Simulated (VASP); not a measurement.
# WSe (F-43m) in VASP: further runs, part 2 of 2

VASP 6.6.1. The steps go on from the part before.

### 5 Single point, PBE, collinear spin

This run uses another cell than the first one, of 22.88 Å³/atom.

Contents of INCAR:

```
SYSTEM = WSe
PREC = Accurate ; ENCUT = 520
EDIFF = 1E-7 ; ISMEAR = 0
SIGMA = 0.1 ; LREAL = .FALSE.
LASPH = .TRUE. ; NELM = 150
ALGO = Normal ; ISIF = 2
LWAVE = .FALSE. ; LCHARG = .FALSE.
ISPIN = 2 ; MAGMOM = 0.36 -0.01
LORBIT = 11 ; NUPDOWN = 0.5
LMAXMIX = 4 ; GGA = PE
NBANDS = 21
```

Contents of KPOINTS:

```
regular mesh
0
G
  12 12 12
  0 0 0
```

Contents of POSCAR:

```
WSe
1.0
    0.0000000000      2.8388663756      2.8388663756
    2.8388663756      0.0000000000      2.8388663756
    2.8388663756      2.8388663756      0.0000000000
W Se
1 1
Direct
    0.0000000000      0.0000000000      0.0000000000
    0.2500000000      0.2500000000      0.2500000000
```

Potentials or basis: VASP PAW PBE potentials, release 64 (W_sv, Se).

The run is started by

```
> cat potpaw_PBE.64/W_sv/POTCAR potpaw_PBE.64/Se/POTCAR > POTCAR
> mpirun -np 1 vasp_std > vasp.out
```

OUTCAR:

```text
SYSTEM = WSe
   PREC = Accurate
   ENCUT = 520
   EDIFF = 1E-7
   ISMEAR = 0
   LREAL = .FALSE.
   LASPH = .TRUE.
   NELM = 150
   ISIF = 2
   ISPIN = 2
   LORBIT = 11
   NUPDOWN = 0.5
   GGA = PE

 ion  position               nearest neighbor table
   1  0.000  0.000  0.000-   2 2.46   2 2.46   2 2.46   2 2.46
   2  0.250  0.250  0.250-   1 2.46   1 2.46   1 2.46   1 2.46

  LATTYP: Found a face centered cubic cell.
 ALAT       =     5.6777327512

  Lattice vectors:

 A1 = (   0.0000000000,   2.8388663756,   2.8388663756)
 A2 = (   2.8388663756,   0.0000000000,   2.8388663756)
 A3 = (   2.8388663756,   2.8388663756,   0.0000000000)

Analysis of symmetry for initial positions (statically):
=====================================================================
 Subroutine PRICEL returns:
 Original cell was already a primitive cell.

 Routine SETGRP: Setting up the symmetry group for a
 face centered cubic supercell.

 Subroutine GETGRP returns: Found 24 space group operations
 (whereof 24 operations were pure point group operations)
 out of a pool of 48 trial point group operations.

The static configuration has the point symmetry T_d .

Analysis of symmetry for dynamics (positions and initial velocities):
=====================================================================
 Subroutine PRICEL returns:
 Original cell was already a primitive cell.

 Routine SETGRP: Setting up the symmetry group for a
 face centered cubic supercell.

 Subroutine GETGRP returns: Found 24 space group operations
 (whereof 24 operations were pure point group operations)
 out of a pool of 48 trial point group operations.

The dynamic configuration has the point symmetry T_d .

Analysis of structural, dynamic, and magnetic symmetry:
=====================================================================
 Subroutine PRICEL returns:
 Original cell was already a primitive cell.

 Routine SETGRP: Setting up the symmetry group for a
 face centered cubic supercell.

[... 148 lines left out ...]
  ---------------------------------------------------
  free energy    TOTEN  =       -14.41242787 eV

  energy without entropy =      -14.39652767  energy(sigma->0) =      -14.40447777

 E-fermi :   6.0168     XC(G=0): -10.4291

 val. band max:        6.0144745185   @ k =  -0.3333   0.0833   0.0000
 cond. band min:       5.9923688373   @ k =  -0.3333   0.4167   0.1667
 fundamental gap:     -0.0221056812
 Fermi energy:         5.9786846914

 spin component 1

 k-point     1 :       0.0000    0.0000    0.0000
  band No.  band energies     occupation
      1     -68.0919      1.00000
      2     -32.3943      1.00000
      3     -32.3943      1.00000
      4     -32.3943      1.00000
      5      -9.2731      1.00000
      6       0.7634      1.00000
[... 565 lines left out ...]
     20      19.1525      0.00000
     21      21.6276      0.00000

 [... further k-points ...]

 spin component 2

 k-point     1 :       0.0000    0.0000    0.0000
  band No.  band energies     occupation
      1     -67.9051      1.00000
      2     -32.1419      1.00000
      3     -32.1419      1.00000
      4     -32.1419      1.00000
      5      -9.2497      1.00000
      6       0.8470      1.00000
[... 565 lines left out ...]
     20      19.2732      0.00000
     21      21.7399      0.00000

 [... further k-points ...]

------------------------ aborting loop because EDIFF is reached ----------------------------------------

  FORCE on cell =-STRESS in cart. coord.  units (eV):
  Direction    XX          YY          ZZ          XY          YZ          ZX
  --------------------------------------------------------------------------------------
  -------------------------------------------------------------------------------------
  Total       -0.3505854     -0.3505854     -0.3505854      0.0000000      0.0000000      0.0000000
  in kB      -12.2755092    -12.2755092    -12.2755092      0.0000000      0.0000000      0.0000000
  external PRESSURE =     -12.2755092 kB  Pullay stress =       0.0000000 kB

 VOLUME and BASIS-vectors are now :
 -----------------------------------------------------------------------------
  energy-cutoff  :      520.00
  volume of cell :       45.76
      direct lattice vectors                 reciprocal lattice vectors
     0.000000000  2.838866376  2.838866376    -0.176126641  0.176126641  0.176126641
     2.838866376  0.000000000  2.838866376     0.176126641 -0.176126641  0.176126641
     2.838866376  2.838866376  0.000000000     0.176126641  0.176126641 -0.176126641

 POSITION                                       TOTAL-FORCE (eV/Angst)
 -----------------------------------------------------------------------------------
      0.00000      0.00000      0.00000        -0.000000     -0.000000     -0.000000
      1.41943      1.41943      1.41943         0.000000      0.000000      0.000000
 -----------------------------------------------------------------------------------
    total drift:                                0.000000      0.000000      0.000000

  FREE ENERGIE OF THE ION-ELECTRON SYSTEM (eV)
  ---------------------------------------------------
  free  energy   TOTEN  =       -14.4124278726 eV

  energy  without entropy=      -14.3965276659  energy(sigma->0) =      -14.40447777

 total charge

# of ion       s       p       d       tot
------------------------------------------
    1        2.309   6.157   3.538  12.004
    2        1.416   2.411   0.163   3.991
--------------------------------------------------
tot          3.725   8.568   3.701  15.995

 magnetization (x)

# of ion       s       p       d       tot
------------------------------------------
    1        0.011   0.004   0.403   0.418
    2       -0.002  -0.017   0.010  -0.010
--------------------------------------------------
tot          0.008  -0.013   0.412   0.408
```

Wall time 1.9 min (1 thread of Intel Xeon Platinum 8259CL at 2.50GHz (Skylake/Cascade Lake), shared host); peak memory 0.26 GiB.

What came out:

```yaml
Free_energy: -14.4124 eV
Pressure: -1.2 GPa
Net_moment: 0.50 μB per cell
Site_moments: W +0.42; Se -0.01 μB
Valence_electrons_inside_the_program's_atomic_spheres: W 12.00; Se 3.99
```

Caveat: spin-orbit coupling is left out, which moves the levels of the heavy elements; the total moment is fixed, so each spin has its own Fermi level.

### 6 Single point, PBE, collinear spin

This run uses another cell than the first one: it holds 4 atoms, not 2.

Contents of INCAR:

```
SYSTEM = WSe
  PREC = Accurate
  ENCUT = 500
  EDIFF = 1E-6
  ISMEAR = 0
  SIGMA = 0.1
  LREAL = .False.
  LASPH = .True.
  NELM = 200
  ALGO = Normal
  ISIF = 2
  LWAVE = .False.
  LCHARG = .False.
  ISPIN = 2
  MAGMOM = 1 -1 0 0
  LORBIT = 11
  LMAXMIX = 4
  GGA = PE
  NBANDS = 32
  GGA_COMPAT = .False.
```

Contents of KPOINTS:

```
Automatic mesh
0
Gamma
  12 12 6
  0 0 0
```

Contents of POSCAR:

```
WSe
1.0
    0.0000000000      2.9305053100      2.9305053100
    5.8610106200      2.9305053100      2.9305053100
    5.8610106200      5.8610106200      0.0000000000
W Se
2 2
Direct
    1.0000000000      1.0000000000      1.0000000000
    1.0000000000      1.0000000000      0.5000000000
    0.2500000000      0.2500000000      0.0000000000
    0.2500000000      0.2500000000      0.5000000000
```

Potentials or basis: VASP PAW PBE potentials, release 64 (W_sv, Se).

The run is started by

```
> cat potpaw_PBE.64/W_sv/POTCAR potpaw_PBE.64/Se/POTCAR > POTCAR
> mpirun -np 1 vasp_std > vasp.out
```

Wall time 12 min (1 thread of AMD EPYC 9R45 (Zen 5), shared host); peak memory 0.63 GiB.

It converged, with:

```
Free energy                                           : -28.5575 eV
Pressure                                              : -8.8 GPa
Band gap on the k mesh                                : zero (filled and empty bands overlap)
Net moment                                            : 0.00 μB per cell
Site moments                                          : W +1.05, -1.05; Se +0.00 μB
Valence electrons inside the program's atomic spheres : W 11.86; Se 3.90
```

Stress tensor (GPa, compression positive):
```
-8.96  0.00  0.00
 0.00 -8.69  0.00
 0.00  0.00 -8.69
```

Levels at points of the mesh, in eV from the Fermi level:
Spin up:
| k point | band 17 | band 18 | band 19 | band 20 | band 21 | band 22 | band 23 | band 24 |
| --- | --- | --- | --- | --- | --- | --- | --- | --- |
| (0.00, 0.00, 0.00) | -1.48 | -0.88 | -0.78 | -0.15 | 0.07 | 0.65 | 0.72 | 0.72 |
| (0.50, 0.00, 0.00) | -0.60 | -0.59 | -0.32 | -0.19 | 0.29 | 0.30 | 1.80 | 1.90 |
| (0.50, 0.50, 0.00) | -1.50 | -1.50 | -0.78 | -0.65 | 0.32 | 0.43 | 0.70 | 0.75 |
| (0.00, 0.00, 0.50) | -1.07 | -0.72 | -0.45 | -0.39 | 0.01 | 0.55 | 1.56 | 1.62 |
| (0.50, 0.00, 0.50) | -1.61 | -1.61 | -0.74 | -0.70 | -0.39 | 0.64 | 1.03 | 1.03 |
| (0.00, 0.50, 0.50) | -1.53 | -1.02 | -0.69 | 0.50 | 1.97 | 1.97 | 2.07 | 2.07 |
Spin down:
```csv
k point,band 16,band 17,band 18,band 19,band 20,band 21,band 22,band 23,band 24,band 25
"(0.00, 0.00, 0.00)",-4.09,-1.48,-0.88,-0.78,-0.15,0.07,0.65,0.72,0.72,3.96
"(0.50, 0.00, 0.00)",-4.54,-0.60,-0.59,-0.32,-0.19,0.29,0.30,1.80,1.90,2.08
"(0.50, 0.50, 0.00)",-4.04,-1.50,-1.50,-0.78,-0.65,0.32,0.43,0.70,0.75,0.75
"(0.00, 0.00, 0.50)",-4.49,-1.07,-0.72,-0.45,-0.39,0.01,0.55,1.56,1.62,2.85
"(0.50, 0.00, 0.50)",-4.09,-1.61,-1.61,-0.74,-0.70,-0.39,0.64,1.03,1.03,1.89
"(0.00, 0.50, 0.50)",-4.51,-1.53,-1.02,-0.69,0.50,1.97,1.97,2.07,2.07,2.46
```

Caveat: the cell stands under tension; spin-orbit coupling is left out, which moves the levels of the heavy elements.

### 7 Overview

| fixed moment (μB) | cell | k mesh | cutoff (eV) | gap on the mesh (eV) | pressure (GPa) | moment (μB) |
| --- | --- | --- | --- | --- | --- | --- |
| - | a = 3.727 Å, angles 60.0°, 2 atoms, atomic positions A | 12 × 12 × 12 | 520 | none | 41.9 | 0.00 |
| - | a = 3.961 Å, angles 60.0°, 2 atoms, atomic positions A | 12 × 12 × 12 | 520 | none | 3.8 | 0.33 |
| 0.25 | a = 4.015 Å, angles 60.0°, 2 atoms, atomic positions A | 12 × 12 × 12 | 520 | - | -1.5 | 0.25 |
| 0.5 | a = 4.015 Å, angles 60.0°, 2 atoms, atomic positions A | 12 × 12 × 12 | 520 | - | -1.2 | 0.50 |
| - | a = 4.144, b = 7.178, c = 8.289 Å, angles 30.0, 60.0, 54.7°, 4 atoms, atomic positions B | 12 × 12 × 6 | 500 | none | -8.8 | 0.00 |

Alike in all rows: task single point; level PBE; potentials or basis VASP PAW PBE potentials, release 64 (W_sv, Se); spin collinear; smearing gaussian 0.1 eV.

Caveats: spin-orbit coupling is left out, which moves the levels of the heavy elements; the cell stands under pressure (at least some runs); the total moment is fixed, so each spin has its own Fermi level (at least some runs); the cell stands under tension (at least some runs).

Total energies depend on the potentials used, so only differences within one code and one set of settings carry meaning.
